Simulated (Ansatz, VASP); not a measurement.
**Two plane-wave programs on V**

```xyz
1
Lattice="-1.4637 1.4637 1.4637 1.4637 -1.4637 1.4637 1.4637 1.4637 -1.4637" Properties=species:S:1:pos:R:3 pbc="T T T"
V     0.0000    0.0000    0.0000
```

Alike in both runs: task single point; functional LDA; k mesh 15 × 15 × 15; occupations fermi-dirac, width 0.6 eV; no spin polarisation.

|  | VASP | Ansatz |
| --- | --- | --- |
| version | VASP 6.6.1 | Ansatz 0.2.0 |
| potentials or method | VASP PAW LDA potentials, release 64 (V_sv), cutoff 520 eV | plane waves (420 eV) with PAW, scalar-relativistic |
| valence electrons in the cell | 13 | 13 |

Ansatz gave:

| Item | Value |
| --- | --- |
| pressure (GPa) | 10.7 |

What did VASP give for the same quantities?

Pressure (GPa): 11.3.

Ansatz warns that its potentials were made for another functional, while VASP's fit it. LDA's correlation is that of Perdew and Zunger in VASP and of Perdew and Wang (1992) in Ansatz.
